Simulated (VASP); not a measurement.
# Mn3Sn (Fm-3m) in VASP: further runs

The runs below take Mn3Sn through single point, with PBEsol.

Everything below comes from runs of VASP 6.6.1. Logs are shortened: lines on timing, memory, paths and dates and some standing lists are left out, and cuts for length are marked.

## Step 1: The cell of the first run

It takes space group Fm-3m (No. 225, cubic). Conventional cell: a = 6.121 Å, b = 6.121 Å, c = 6.121 Å, α = 90.00°, β = 90.00°, γ = 90.00°. Within 3.5 Å of Sn (site symmetry m-3m) lie 14 Mn at 2.65 to 3.06 Å. Mn (site symmetry m-3m) has 8 Mn at 2.65 Å and 6 Sn at 3.06 Å within 3.5 Å. Within 3.5 Å of Mn (site symmetry -43m) lie 4 Sn at 2.65 Å and 10 Mn at 2.65 to 3.06 Å.

## Step 2: Single point, PBEsol, collinear spin, ferromagnetic start

Input file POSCAR:

```
Mn3Sn
1.0
    0.0000000000      3.0604960000      3.0604960000
    3.0604960000      0.0000000000      3.0604960000
    3.0604960000      3.0604960000      0.0000000000
Sn Mn
1 3
Direct
    0.0000000000      0.0000000000      0.0000000000
    0.5000000000      0.5000000000      0.5000000000
    0.2500000000      0.2500000000      0.2500000000
    0.7500000000      0.7500000000      0.7500000000
```

Input file INCAR.step1:

```
GGA = PS ; ISPIN = 2
MAGMOM = 0 4 4 4 ; LORBIT = 11
ISMEAR = 1 ; SIGMA = 0.1
LWAVE = False ; LCHARG = True
NBANDS = 52 ; PREC = Accurate
LASPH = True ; LREAL = False
ALGO = Normal ; EDIFF = 1E-6
NELM = 200 ; GGA_COMPAT = False
ENCUT = 310 ; LMAXMIX = 4
KPAR = 8
```

Input file KPOINTS.step1:

```
k-points
0
Gamma
  9 9 9
```

Input file INCAR.step2:

```
GGA = PS ; ISPIN = 2
MAGMOM = 0 4 4 4 ; LORBIT = 11
ISMEAR = -5 ; LWAVE = False
LCHARG = False ; NBANDS = 52
PREC = Accurate ; LASPH = True
LREAL = False ; ALGO = Normal
EDIFF = 1E-6 ; NELM = 200
GGA_COMPAT = False ; ENCUT = 310
LMAXMIX = 4 ; NEDOS = 2001
EMIN = -7.2142 ; EMAX = 17.7858
ICHARG = 11 ; KPAR = 8
```

Input file KPOINTS.step2:

```
Automatic mesh
0
Gamma
  10 10 10
  0 0 0
```

Potentials or basis: VASP PAW PBE potentials, release 64 (Sn_d, Mn_pv).

Launch:

```
cat potpaw_PBE.64/Sn_d/POTCAR potpaw_PBE.64/Mn_pv/POTCAR > POTCAR
cp INCAR.step1 INCAR
cp KPOINTS.step1 KPOINTS
mpirun -np 8 vasp_std > vasp.out
cp INCAR.step2 INCAR
cp KPOINTS.step2 KPOINTS
mpirun -np 8 vasp_std > vasp.out
```

OUTCAR:

```text
GGA = PS
   ISPIN = 2
   LORBIT = 11
   ISMEAR = -5
   PREC = Accurate
   LASPH = True
   LREAL = False
   EDIFF = 1E-6
   NELM = 200
   ENCUT = 310
   EMIN = -7.2142
   ICHARG = 11

 Found     47 irreducible k-points:

 Following reciprocal coordinates:
            Coordinates               Weight
  0.000000  0.000000  0.000000      1.000000
  0.100000  0.000000  0.000000      8.000000
  0.200000  0.000000  0.000000      8.000000
  0.300000  0.000000  0.000000      8.000000
  0.400000  0.000000  0.000000      8.000000
  0.500000  0.000000  0.000000      4.000000
   k-points           NKPTS =     47   k-points in BZ     NKDIM =     47   number of bands    NBANDS=     52
   number of dos      NEDOS =   2001   number of ions     NIONS =      4
   total plane-waves  NPLWV =  21952
   dimension x,y,z NGX =    28 NGY =   28 NGZ =   28
   dimension x,y,z NGXF=    56 NGYF=   56 NGZF=   56
   ions per type =               1   3
   NGX,Y,Z   is equivalent  to a cutoff of  10.75, 10.75, 10.75 a.u.
   NGXF,Y,Z  is equivalent  to a cutoff of  21.51, 21.51, 21.51 a.u.
 SYSTEM =  unknown system
   PREC   = accura    normal or accurate (medium, high low for compatibility)
   ISTART =      0    job   : 0-new  1-cont  2-samecut
   ICHARG =     11    charge: 1-file 2-atom 10-const
   ISPIN  =      2    spin polarized calculation?
   LNONCOLLINEAR =      F non collinear calculations
   LSORBIT =      F    spin-orbit coupling
   LASPH  =      T    aspherical Exc in radial PAW
   ENCUT  =  310.0 eV  22.78 Ry    4.77 a.u.   6.21  6.21  6.21*2*pi/ulx,y,z
   NELM   =    200;   NELMIN=  2; NELMDL=  0     # of ELM steps
   EDIFF  = 0.1E-05   stopping-criterion for ELM
   LREAL  =      F    real-space projection
   EDIFFG = 0.1E-04   stopping-criterion for IOM
   NSW    =      0    number of steps for IOM
   IBRION =     -1    ionic relax: 0-MD 1-quasi-New 2-CG
   NFREE  =      0    steps in history (QN), initial steepest desc. (CG)
   ISIF   =      2    stress and relaxation
   ISYM   =      2    0-nonsym 1-usesym 2-fastsym
   POTIM  = 0.5000    time-step for ionic-motion
   TEBEG  =    0.0;   TEEND  =   0.0 temperature during run

   SCALEE = 1.0000    scale energy and forces
   PSTRESS=    0.0 pullay stress
   NELECT =      53.0000    total number of electrons
   NUPDOWN=      -1.0000    fix difference up-down
   EMIN   =  -7.21;   EMAX   = 17.79  energy-range for DOS
   EFERMI =   0.00;   METHOD = LEGACY
   ISMEAR =    -5;   SIGMA  =   0.20  broadening in eV -4-tet -1-fermi 0-gaus
   EFERMI_NEDOS =   21; number of points for ismear=-14 and -15
   IALGO  =     38    algorithm
   IMIX   =      4    mixing-type and parameters
     AMIX     =   0.40;   BMIX     =  1.00
     AMIX_MAG =   1.60;   BMIX_MAG =  1.00
  volume/ion in A,a.u.               =      14.33        96.73
  Fermi-wavevector in a.u.,A,eV,Ry     =   1.594771  3.013680 34.603619  2.543294
  Thomas-Fermi vector in A             =   2.692793
   LORBIT       =     11    0 simple, 1 ext, 2 COOP (PROOUT), +10 PAW based schemes
   GGA     = PS    functional components
   LHFCALC =     F    Hartree Fock is set to
   AEXX    =    0.0000 exact exchange contribution
   IVDW    =     0    specifies the selected vdW correction
   LEPSILON=     F    determine dielectric tensor
   LRPA    =     F    only Hartree local field effects (RPA)

   CSHIFT  =0.1000    complex shift for real part using Kramers Kronig

   OMEGAMAX=  -1.0    maximum frequency
 spin polarized calculation
 Fermi weights with tetrahedron method with Bloechl corrections
  energy-cutoff  :      310.00
  volume of cell :       57.33
 maximum number of plane-waves:       728
 NGX is ok and might be reduce to    28

 number of electron      53.0000087 magnetization       7.1503770

 Free energy of the ion-electron system (eV)
  ---------------------------------------------------
  ext. energy  EPLUGINS =         0.00000000
  ---------------------------------------------------
  free energy    TOTEN  =       -32.30158375 eV

  energy without entropy =      -32.30158375  energy(sigma->0) =      -32.30158375

 E-fermi :   9.7802     XC(G=0): -12.8242

 val. band max:        9.8102134167   @ k =  -0.2000   0.2000   0.0000
 cond. band min:       9.7507897838   @ k =  -0.3000   0.5000   0.2000
 fundamental gap:     -0.0594236329
 Fermi energy:         9.7801885964

 spin component 1

 k-point     1 :       0.0000    0.0000    0.0000
  band No.  band energies     occupation
      1     -39.1089      1.00000
      2     -39.1089      1.00000
      3     -39.1089      1.00000
      4     -39.0784      1.00000
      5     -39.0784      1.00000
      6     -39.0784      1.00000
[... 30 lines left out ...]
     37      15.2612      0.00000
     38      16.7727      0.00000

 k-point     2 :       0.1000    0.0000    0.0000
  band No.  band energies     occupation
      1     -39.1092      1.00000
      2     -39.1083      1.00000
      3     -39.1083      1.00000
      4     -39.0792      1.00000
      5     -39.0792      1.00000
      6     -39.0777      1.00000
[... 30 lines left out ...]
     37      15.2471      0.00000
     38      16.8912      0.00000

 k-point     3 :       0.2000    0.0000    0.0000
  band No.  band energies     occupation
      1     -39.1094      1.00000
      2     -39.1068      1.00000
      3     -39.1068      1.00000
      4     -39.0814      1.00000
      5     -39.0814      1.00000
      6     -39.0775      1.00000
[... 30 lines left out ...]
     37      15.6612      0.00000
     38      17.2118      0.00000

 k-point     4 :       0.3000    0.0000    0.0000
  band No.  band energies     occupation
      1     -39.1069      1.00000
      2     -39.1043      1.00000
      3     -39.1043      1.00000
      4     -39.0846      1.00000
      5     -39.0846      1.00000
      6     -39.0798      1.00000
[... 30 lines left out ...]
     37      16.1908      0.00000
     38      18.1020      0.00000

 k-point     5 :       0.4000    0.0000    0.0000
  band No.  band energies     occupation
      1     -39.1016      1.00000
      2     -39.1016      1.00000
      3     -39.1016      1.00000
      4     -39.0880      1.00000
      5     -39.0880      1.00000
      6     -39.0852      1.00000
[... 30 lines left out ...]
     37      16.3542      0.00000
     38      19.7416      0.00000

 k-point     6 :       0.5000    0.0000    0.0000
  band No.  band energies     occupation
      1     -39.1001      1.00000
      2     -39.1001      1.00000
      3     -39.0967      1.00000
      4     -39.0902      1.00000
      5     -39.0899      1.00000
      6     -39.0899      1.00000
[... 30 lines left out ...]
     37      16.3861      0.00000
     38      21.3348      0.00000

 [... further k-points ...]

 spin component 2

 k-point     1 :       0.0000    0.0000    0.0000
  band No.  band energies     occupation
      1     -36.5241      1.00000
      2     -36.5241      1.00000
      3     -36.5241      1.00000
      4     -36.2321      1.00000
      5     -36.2321      1.00000
      6     -36.2321      1.00000
[... 30 lines left out ...]
     37      16.0044      0.00000
     38      17.6033      0.00000

 k-point     2 :       0.1000    0.0000    0.0000
  band No.  band energies     occupation
      1     -36.5251      1.00000
      2     -36.5251      1.00000
      3     -36.5243      1.00000
      4     -36.2302      1.00000
      5     -36.2302      1.00000
      6     -36.2279      1.00000
[... 30 lines left out ...]
     37      15.9258      0.00000
     38      17.7935      0.00000

 k-point     3 :       0.2000    0.0000    0.0000
  band No.  band energies     occupation
      1     -36.5278      1.00000
      2     -36.5278      1.00000
      3     -36.5246      1.00000
      4     -36.2253      1.00000
      5     -36.2253      1.00000
      6     -36.2176      1.00000
[... 30 lines left out ...]
     37      16.1538      0.00000
     38      18.1972      0.00000

 k-point     4 :       0.3000    0.0000    0.0000
  band No.  band energies     occupation
      1     -36.5308      1.00000
      2     -36.5308      1.00000
      3     -36.5241      1.00000
      4     -36.2187      1.00000
      5     -36.2187      1.00000
      6     -36.2056      1.00000
[... 30 lines left out ...]
     37      16.9085      0.00000
     38      18.8811      0.00000

 k-point     5 :       0.4000    0.0000    0.0000
  band No.  band energies     occupation
      1     -36.5334      1.00000
      2     -36.5334      1.00000
      3     -36.5230      1.00000
      4     -36.2127      1.00000
      5     -36.2127      1.00000
      6     -36.2064      1.00000
[... 30 lines left out ...]
     37      17.2705      0.00000
     38      20.3648      0.00000

 k-point     6 :       0.5000    0.0000    0.0000
  band No.  band energies     occupation
      1     -36.5343      1.00000
      2     -36.5343      1.00000
      3     -36.5225      1.00000
      4     -36.2106      1.00000
      5     -36.2102      1.00000
      6     -36.2102      1.00000
[... 30 lines left out ...]
     37      17.3533      0.00000
     38      21.9104      0.00000

 [... further k-points ...]

 [bands above 38 left out]

------------------------ aborting loop because EDIFF is reached ----------------------------------------

  FORCE on cell =-STRESS in cart. coord.  units (eV):
  Direction    XX          YY          ZZ          XY          YZ          ZX
  --------------------------------------------------------------------------------------
  -------------------------------------------------------------------------------------
  Total       -2.5519934     -2.5519934     -2.5519934      0.0000000      0.0000000     -0.0000000
  in kB      -71.3156227    -71.3156227    -71.3156227      0.0000000      0.0000000     -0.0000000
  external PRESSURE =     -71.3156227 kB  Pullay stress =       0.0000000 kB

 VOLUME and BASIS-vectors are now :
 -----------------------------------------------------------------------------
  energy-cutoff  :      310.00
  volume of cell :       57.33
      direct lattice vectors                 reciprocal lattice vectors
     0.000000000  3.060496000  3.060496000    -0.163372212  0.163372212  0.163372212
     3.060496000  0.000000000  3.060496000     0.163372212 -0.163372212  0.163372212
     3.060496000  3.060496000  0.000000000     0.163372212  0.163372212 -0.163372212

 POSITION                                       TOTAL-FORCE (eV/Angst)
 -----------------------------------------------------------------------------------
      0.00000      0.00000      0.00000        -0.000000      0.000000      0.000000
      3.06050      3.06050      3.06050        -0.000000      0.000000      0.000000
      1.53025      1.53025      1.53025         0.000000      0.000000      0.000000
      4.59074      4.59074      4.59074        -0.000000     -0.000000     -0.000000
 -----------------------------------------------------------------------------------
    total drift:                                0.000000      0.000000      0.000000

  FREE ENERGIE OF THE ION-ELECTRON SYSTEM (eV)
  ---------------------------------------------------
  free  energy   TOTEN  =       -32.3015837473 eV

  energy  without entropy=      -32.3015837473  energy(sigma->0) =      -32.30158375

 total charge

# of ion       s       p       d       tot
------------------------------------------
    1        1.083   1.411  10.083  12.577
    2        0.320   6.237   5.128  11.685
    3        0.303   6.276   5.122  11.702
    4        0.303   6.276   5.122  11.702
--------------------------------------------------
tot          2.009  20.200  25.455  47.665

 magnetization (x)

# of ion       s       p       d       tot
------------------------------------------
    1       -0.017  -0.108   0.015  -0.110
    2       -0.020  -0.001   1.654   1.633
    3        0.015   0.000   2.714   2.729
    4        0.015   0.000   2.714   2.729
--------------------------------------------------
tot         -0.008  -0.109   7.097   6.980
```

Run time: 23 s. Hardware: 8 MPI ranks of AMD EPYC 9R45 (Zen 5), shared host; peak memory 0.2 GiB.

Results:

```
Net moment                                            : 7.15 μB per cell
Site moments                                          : Sn -0.11; Mn +1.63, +2.73 (each value once) μB
Valence electrons inside the program's atomic spheres : Sn 12.58; Mn 11.69, 11.70 (each value once)
Density of states at the Fermi level                  : 0.78 states/eV/atom
```

Levels at points of the mesh, in eV from the Fermi level:
Spin up:
| k point | band 26 | band 27 | band 28 | band 29 | band 30 | band 31 | band 32 | band 33 | band 34 | band 35 |
| --- | --- | --- | --- | --- | --- | --- | --- | --- | --- | --- |
| (0.00, 0.00, 0.00) | -0.65 | -0.58 | -0.58 | -0.40 | -0.40 | 2.95 | 3.94 | 3.94 | 3.94 | 5.48 |
| (0.50, 0.00, 0.00) | -1.59 | -0.54 | -0.54 | -0.19 | -0.19 | 0.20 | 3.31 | 3.50 | 3.50 | 4.20 |
| (0.50, 0.50, 0.00) | -1.25 | -1.11 | -0.62 | -0.47 | -0.39 | -0.20 | 0.19 | 0.19 | 3.22 | 4.44 |
Spin down:
```csv
k point,band 19,band 20,band 21,band 22,band 23,band 24,band 25,band 26,band 27,band 28
"(0.00, 0.00, 0.00)",-1.57,-1.57,-0.78,-0.78,-0.78,1.61,1.61,1.61,2.09,2.09
"(0.50, 0.00, 0.00)",-1.04,-0.92,-0.92,-0.43,-0.43,0.30,0.65,0.65,1.68,1.68
"(0.50, 0.50, 0.00)",-2.23,-2.23,-0.65,-0.65,-0.44,0.46,0.46,0.85,1.44,1.58
```

Caveat: the cutoff is under 1.25 times the usual one of these potentials, so pressure, stress and relaxed cells hold a basis-set (Pulay) error; the PAW data sets were made with another functional, which shifts forces and pressure a little; spin-orbit coupling is left out, which moves the levels of the heavy elements; tetrahedron occupations give inexact forces and stress in metals.

(Part 1 of 2 ends here.)
